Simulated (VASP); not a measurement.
# Mg8CuSi4 (a cell with a defect) in VASP: relaxation of the atoms with PBE

Aim: the relaxation of the atoms of Mg8CuSi4 (a cell with a defect) with PBE.

All numbers are computed with VASP 6.6.1; they aren't measurements. Logs are shortened: lines on timing, memory, paths and dates and some standing lists are left out, and cuts for length are marked.

## 1. The cell of the first run

The cell holds a defect, 13 atoms: a = 6.350 Å, b = 6.350 Å, c = 6.350 Å, α = 90.00°, β = 90.00°, γ = 90.00°.

## 2. Relaxation of the atoms, PBE

INCAR reads:

```
SYSTEM = Mg8CuSi4
PREC = Accurate
ENCUT = 520
EDIFF = 1E-7
ISMEAR = -1
SIGMA = 0.05
LREAL = .FALSE.
LASPH = .TRUE.
NELM = 120
ALGO = Normal
ISIF = 2
LWAVE = .FALSE.
LCHARG = .FALSE.
GGA = PE
IBRION = 2
NSW = 45
EDIFFG = -0.08
GGA_COMPAT = .FALSE.
NELMIN = 4
```

KPOINTS reads:

```
Automatic mesh
0
G
  2 2 2
  0 0 0
```

POSCAR reads:

```
Mg8CuSi4
1.0
    6.3500000000      0.0000000000      0.0000000000
    0.0000000000      6.3500000000      0.0000000000
    0.0000000000      0.0000000000      6.3500000000
Mg Si Cu
8 4 1
Direct
    0.2500000000      0.2500000000      0.2500000000
    0.7500000000      0.7500000000      0.7500000000
    0.7500000000      0.7500000000      0.2500000000
    0.2500000000      0.2500000000      0.7500000000
    0.7500000000      0.2500000000      0.7500000000
    0.2500000000      0.7500000000      0.2500000000
    0.2500000000      0.7500000000      0.7500000000
    0.7500000000      0.2500000000      0.2500000000
    0.0000000000      0.0000000000      0.0000000000
    0.5000000000      0.5000000000      0.0000000000
    0.5000000000      0.0000000000      0.5000000000
    0.0000000000      0.5000000000      0.5000000000
   -0.0006104000     -0.0005387000      0.5121503000
```

Potentials or basis: VASP PAW PBE potentials, release 64 (Mg, Si, Cu).

Run with:

```
$ cat potpaw_PBE.64/Mg/POTCAR potpaw_PBE.64/Si/POTCAR potpaw_PBE.64/Cu/POTCAR > POTCAR
$ mpirun -np 1 vasp_std > vasp.out
```

OUTCAR:

```text
SYSTEM = Mg8CuSi4
   PREC = Accurate
   ENCUT = 520
   EDIFF = 1E-7
   ISMEAR = -1
   LREAL = .FALSE.
   LASPH = .TRUE.
   NELM = 120
   ISIF = 2
   GGA = PE
   IBRION = 2
   NSW = 45
   EDIFFG = -0.08
   NELMIN = 4

 ion  position               nearest neighbor table
   1  0.250  0.250  0.250-   9 2.75  10 2.75  11 2.75  12 2.75  13 2.80   8 3.17   4 3.17   6 3.17
                             4 3.17   6 3.17   8 3.17
   2  0.750  0.750  0.750-  13 2.70  10 2.75  11 2.75  12 2.75   9 2.75   7 3.17   3 3.17   5 3.17
                             3 3.17   5 3.17   7 3.17
   3  0.750  0.750  0.250-   9 2.75  10 2.75  11 2.75  12 2.75  13 2.79   8 3.17   2 3.17   6 3.17
                             2 3.17   8 3.17   6 3.17
   4  0.250  0.250  0.750-  13 2.71  10 2.75  11 2.75  12 2.75   9 2.75   7 3.17   1 3.17   5 3.17
                             1 3.17   7 3.17   5 3.17
   5  0.750  0.250  0.750-  13 2.71  10 2.75  11 2.75  12 2.75   9 2.75   8 3.17   2 3.17   4 3.17
                             8 3.17   2 3.17   4 3.17
   6  0.250  0.750  0.250-   9 2.75  10 2.75  11 2.75  12 2.75  13 2.80   7 3.17   1 3.17   3 3.17
                             7 3.17   1 3.17   3 3.17
   7  0.250  0.750  0.750-  13 2.71  10 2.75  11 2.75  12 2.75   9 2.75   6 3.17   2 3.17   4 3.17
                             6 3.17   4 3.17   2 3.17
   8  0.750  0.250  0.250-   9 2.75  10 2.75  11 2.75  12 2.75  13 2.79   5 3.17   1 3.17   3 3.17
                             5 3.17   3 3.17   1 3.17
   9  0.000  0.000  0.000-   1 2.75   2 2.75   3 2.75   4 2.75   5 2.75   6 2.75   7 2.75   8 2.75
[... 5 lines left out ...]
  12  0.000  0.500  0.500-   1 2.75   2 2.75   3 2.75   4 2.75   5 2.75   6 2.75   7 2.75   8 2.75

  13  0.999  0.999  0.512-   2 2.70   5 2.71   7 2.71   4 2.71   3 2.79   8 2.79   6 2.80   1 2.80

  LATTYP: Found a simple cubic cell.
 ALAT       =     6.3500000000

  Lattice vectors:

 A1 = (   6.3500000000,   0.0000000000,   0.0000000000)
 A2 = (   0.0000000000,   6.3500000000,   0.0000000000)
 A3 = (   0.0000000000,   0.0000000000,   6.3500000000)

Analysis of symmetry for initial positions (statically):
=====================================================================
 Subroutine PRICEL returns:
 Original cell was already a primitive cell.

 Routine SETGRP: Setting up the symmetry group for a
 simple cubic supercell.

 Subroutine GETGRP returns: Found  1 space group operations
 (whereof  1 operations were pure point group operations)
 out of a pool of 48 trial point group operations.

The static configuration has the point symmetry C_1 .

Analysis of symmetry for dynamics (positions and initial velocities):
=====================================================================
 Subroutine PRICEL returns:
 Original cell was already a primitive cell.

 Routine SETGRP: Setting up the symmetry group for a
 simple cubic supercell.

 Subroutine GETGRP returns: Found  1 space group operations
 (whereof  1 operations were pure point group operations)
 out of a pool of 48 trial point group operations.

The dynamic configuration has the point symmetry C_1 .

 Subroutine INISYM returns: Found  1 space group operations
 (whereof  1 operations are pure point group operations),
 and found     1 'primitive' translations

----------------------------------------------------------------------------------------

                                     Primitive cell

  volume of cell :     256.0479

  direct lattice vectors                    reciprocal lattice vectors
     6.350000000  0.000000000  0.000000000     0.157480315  0.000000000  0.000000000
     0.000000000  6.350000000  0.000000000     0.000000000  0.157480315  0.000000000
     0.000000000  0.000000000  6.350000000     0.000000000  0.000000000  0.157480315

  length of vectors
     6.350000000  6.350000000  6.350000000     0.157480315  0.157480315  0.157480315

  position of ions in fractional coordinates (direct lattice)
     0.250000000  0.250000000  0.250000000
     0.750000000  0.750000000  0.750000000
     0.750000000  0.750000000  0.250000000
     0.250000000  0.250000000  0.750000000
     0.750000000  0.250000000  0.750000000
     0.250000000  0.750000000  0.250000000
     0.250000000  0.750000000  0.750000000
     0.750000000  0.250000000  0.250000000
     0.000000000  0.000000000  0.000000000
     0.500000000  0.500000000  0.000000000
     0.500000000  0.000000000  0.500000000
     0.000000000  0.500000000  0.500000000
     0.999389600  0.999461300  0.512150300

  ion indices of the primitive-cell ions
   primitive index   ion index
                 1           1
                 2           2
                 3           3
                 4           4
                 5           5
                 6           6
                 7           7
                 8           8
                 9           9
                10          10
                11          11
                12          12
                13          13

----------------------------------------------------------------------------------------

 KPOINTS: Automatic mesh

Automatic generation of k-mesh.
 Grid dimensions read from file:
 generate k-points for:    2    2    2

 Generating k-lattice:

  Cartesian coordinates                     Fractional coordinates (reciprocal lattice)
     0.078740157  0.000000000  0.000000000     0.500000000  0.000000000  0.000000000
     0.000000000  0.078740157  0.000000000     0.000000000  0.500000000  0.000000000
     0.000000000  0.000000000  0.078740157     0.000000000  0.000000000  0.500000000

  Length of vectors
     0.078740157  0.078740157  0.078740157

  Shift w.r.t. Gamma in fractional coordinates (k-lattice)
     0.000000000  0.000000000  0.000000000

 Subroutine IBZKPT returns following result:
 ===========================================

 Found      8 irreducible k-points:

 Following reciprocal coordinates:
            Coordinates               Weight
  0.000000  0.000000  0.000000      1.000000
  0.500000  0.000000  0.000000      1.000000
  0.000000  0.500000  0.000000      1.000000
  0.000000  0.000000  0.500000      1.000000
  0.500000  0.500000  0.000000      1.000000
  0.000000  0.500000  0.500000      1.000000
  0.500000  0.000000  0.500000      1.000000
  0.500000  0.500000  0.500000      1.000000
   k-points           NKPTS =      8   k-points in BZ     NKDIM =      8   number of bands    NBANDS=     28
   number of dos      NEDOS =    301   number of ions     NIONS =     13
   total plane-waves  NPLWV = 110592
   dimension x,y,z NGX =    48 NGY =   48 NGZ =   48
   dimension x,y,z NGXF=    96 NGYF=   96 NGZF=   96
   ions per type =               8   4   1
   NGX,Y,Z   is equivalent  to a cutoff of  12.57, 12.57, 12.57 a.u.
   NGXF,Y,Z  is equivalent  to a cutoff of  25.13, 25.13, 25.13 a.u.
 SYSTEM =  Mg8CuSi4
   PREC   = accura    normal or accurate (medium, high low for compatibility)
   ISTART =      0    job   : 0-new  1-cont  2-samecut
   ICHARG =      2    charge: 1-file 2-atom 10-const
   ISPIN  =      1    spin polarized calculation?
   LNONCOLLINEAR =      F non collinear calculations
   LSORBIT =      F    spin-orbit coupling
   LASPH  =      T    aspherical Exc in radial PAW
   ENCUT  =  520.0 eV  38.22 Ry    6.18 a.u.  11.81 11.81 11.81*2*pi/ulx,y,z
   NELM   =    120;   NELMIN=  4; NELMDL= -5     # of ELM steps
   EDIFF  = 0.1E-06   stopping-criterion for ELM
   LREAL  =      F    real-space projection
   EDIFFG = -.8E-01   stopping-criterion for IOM
   NSW    =     45    number of steps for IOM
   IBRION =      2    ionic relax: 0-MD 1-quasi-New 2-CG
   NFREE  =      1    steps in history (QN), initial steepest desc. (CG)
   ISIF   =      2    stress and relaxation
   ISYM   =      2    0-nonsym 1-usesym 2-fastsym
   POTIM  = 0.5000    time-step for ionic-motion
   TEBEG  =    0.0;   TEEND  =   0.0 temperature during run
   PSTRESS=    0.0 pullay stress
   NELECT =      43.0000    total number of electrons
   NUPDOWN=      -1.0000    fix difference up-down
   EMIN   =  10.00;   EMAX   =-10.00  energy-range for DOS
   EFERMI =   0.00;   METHOD = LEGACY
   ISMEAR =    -1;   SIGMA  =   0.05  broadening in eV -4-tet -1-fermi 0-gaus
   EFERMI_NEDOS =   21; number of points for ismear=-14 and -15
   IALGO  =     38    algorithm
   IMIX   =      4    mixing-type and parameters
     AMIX     =   0.40;   BMIX     =  1.00
     AMIX_MAG =   1.60;   BMIX_MAG =  1.00
  volume/ion in A,a.u.               =      19.70       132.92
  Fermi-wavevector in a.u.,A,eV,Ry     =   0.903214  1.706827 11.099568  0.815795
  Thomas-Fermi vector in A             =   2.026512
   LORBIT       =      0    0 simple, 1 ext, 2 COOP (PROOUT), +10 PAW based schemes
   GGA     = PE    functional components
   LHFCALC =     F    Hartree Fock is set to
   AEXX    =    0.0000 exact exchange contribution
   IVDW    =     0    specifies the selected vdW correction
   LEPSILON=     F    determine dielectric tensor
   LRPA    =     F    only Hartree local field effects (RPA)
 conjugate gradient relaxation of ions
 non-spin polarized calculation
  energy-cutoff  :      520.00
  volume of cell :      256.05
 maximum number of plane-waves:      6931
 NGX is ok and might be reduce to    48
   NGX = 23   NGY = 23   NGZ = 23

--------------------------------------- Ionic step        1  -------------------------------------------

 number of electron      43.0000028 magnetization

 Free energy of the ion-electron system (eV)
  ---------------------------------------------------
  ext. energy  EPLUGINS =         0.00000000
  ---------------------------------------------------
  free energy    TOTEN  =       -37.81802366 eV

  energy without entropy =      -37.77668878  energy(sigma->0) =      -37.79735622

------------------------ aborting loop because EDIFF is reached ----------------------------------------

  FORCE on cell =-STRESS in cart. coord.  units (eV):
  Direction    XX          YY          ZZ          XY          YZ          ZX
  --------------------------------------------------------------------------------------
  -------------------------------------------------------------------------------------
  Total        1.1687369      1.1688096      1.0206675      0.0001535     -0.0029197     -0.0033087
  in kB        7.3131784      7.3136332      6.3866587      0.0009605     -0.0182695     -0.0207033
  external PRESSURE =       7.0044901 kB  Pullay stress =       0.0000000 kB
[... 122 lines left out ...]
  FREE ENERGIE OF THE ION-ELECTRON SYSTEM (eV)
  ---------------------------------------------------
  free  energy   TOTEN  =       -37.9570247850 eV

  energy  without entropy=      -37.9284307021  energy(sigma->0) =      -37.94272774

[... ionic steps 4 to 20 ...]

--------------------------------------- Ionic step       21  -------------------------------------------

 number of electron      43.0000006 magnetization

------------------------ aborting loop because EDIFF is reached ----------------------------------------
[... 89 lines left out ...]
--------------------------------------- Ionic step       23  -------------------------------------------

 number of electron      42.9999989 magnetization

 Free energy of the ion-electron system (eV)
  ---------------------------------------------------
  ext. energy  EPLUGINS =         0.00000000
  ---------------------------------------------------
  free energy    TOTEN  =       -38.02300075 eV

  energy without entropy =      -37.99735571  energy(sigma->0) =      -38.01017823

 E-fermi :   4.5495     XC(G=0):  -9.1824

 val. band max:        4.2369004675   @ k =   0.0000   0.0000   0.0000
 cond. band min:       4.5716287111   @ k =   0.0000   0.0000   0.0000
 fundamental gap:      0.3347282436
 Fermi energy:         4.5495461304

 k-point     1 :       0.0000    0.0000    0.0000
  band No.  band energies     occupation
      1      -5.2877      2.00000
      2      -3.3382      2.00000
      3      -3.1904      2.00000
      4      -3.1211      2.00000
      5      -0.6201      2.00000
      6      -0.5887      2.00000
[... 277 lines left out ...]
  FREE ENERGIE OF THE ION-ELECTRON SYSTEM (eV)
  ---------------------------------------------------
  free  energy   TOTEN  =       -38.0230007507 eV

  energy  without entropy=      -37.9973557087  energy(sigma->0) =      -38.01017823

 reached required accuracy - stopping structural energy minimisation
```

Run time: 19 min. Hardware: 1 thread of Intel Xeon Platinum 8259CL at 2.50GHz (Skylake/Cascade Lake), shared host; peak memory 0.36 GiB.

Results:

```yaml
Free_energy: -38.0230 eV
Energy_gained_by_relaxing: 15.8 meV/atom
Ionic_steps: 23
Pressure_after_relaxing: 0.6 GPa
Largest_force_after_relaxing: 0.051 eV/Å
Band_gap_on_the_k_mesh: zero (an odd number of electrons rules out a gap without spin polarisation)
```

Forces in eV/Å, atoms in the order of the input:
```
Mg   0.008  0.007  0.008
Mg  -0.026 -0.026  0.012
Mg  -0.006 -0.006  0.009
Mg   0.018  0.017  0.003
Mg  -0.021  0.023  0.007
Mg   0.008 -0.005  0.008
Mg   0.023 -0.020  0.007
Mg  -0.005  0.008  0.009
Si   0.001  0.001 -0.018
Si   0.003  0.002 -0.048
Si   0.006  0.002 -0.023
Si   0.003  0.005 -0.023
Cu  -0.011 -0.009  0.049
```

The path:
| step | energy change (eV) | largest force (eV/Å) | pressure (GPa) |
| --- | --- | --- | --- |
| 1 | 0.0000 | 0.6277 | 0.70 |
| 2 | -0.0971 | 0.3526 | 0.51 |
| 3 | -0.1390 | 0.0834 | 0.39 |
| 4 | -0.1390 | 0.0834 | 0.39 |
| 5 | -0.1400 | 0.0896 | 0.39 |
| 6 | -0.1427 | 0.1142 | 0.40 |
| 7 | -0.1462 | 0.1701 | 0.41 |
| 8 | -0.1431 | 0.4447 | 0.47 |
| 9 | -0.1469 | 0.2432 | 0.42 |
| 10 | -0.1472 | 0.2456 | 0.42 |
| 11 | -0.1482 | 0.2527 | 0.42 |
| 12 | -0.1502 | 0.2668 | 0.43 |
| 13 | -0.1543 | 0.2953 | 0.45 |
| 14 | -0.1611 | 0.3514 | 0.49 |
| 15 | -0.1614 | 0.4619 | 0.61 |
| 16 | -0.1642 | 0.4001 | 0.52 |
| 17 | -0.1728 | 0.3477 | 0.55 |
| 18 | -0.1865 | 0.3664 | 0.62 |
| 19 | -0.1925 | 0.2873 | 0.59 |
| 20 | -0.2012 | 0.1311 | 0.53 |
| 21 | -0.2013 | 0.1377 | 0.54 |
| 22 | -0.2028 | 0.1159 | 0.51 |
| 23 | -0.2050 | 0.0513 | 0.57 |

Final structure:
```
CELL_PARAMETERS angstrom
6.35000 0.00000 0.00000
0.00000 6.35000 0.00000
0.00000 0.00000 6.35000
ATOMIC_POSITIONS crystal
Mg 0.24979 0.24973 0.24248
Mg 0.73797 0.73791 0.75340
Mg 0.75038 0.75032 0.24185
Mg 0.26116 0.26111 0.75172
Mg 0.73881 0.26202 0.75260
Mg 0.25018 0.75078 0.24219
Mg 0.26196 0.73887 0.75250
Mg 0.75079 0.25018 0.24215
Si 0.00016 0.00014 0.97783
Si 0.49960 0.49964 0.00676
Si 0.50141 0.00035 0.49514
Si 0.00040 0.50125 0.49514
Cu 0.99678 0.99717 0.55838
```

Caveat: the k points lie up to 0.49 Å⁻¹ apart, too coarse for converged energies and pressures of a metal; the relaxation stopped at a loose force limit of 0.08 eV/Å, so its end isn't a converged minimum.
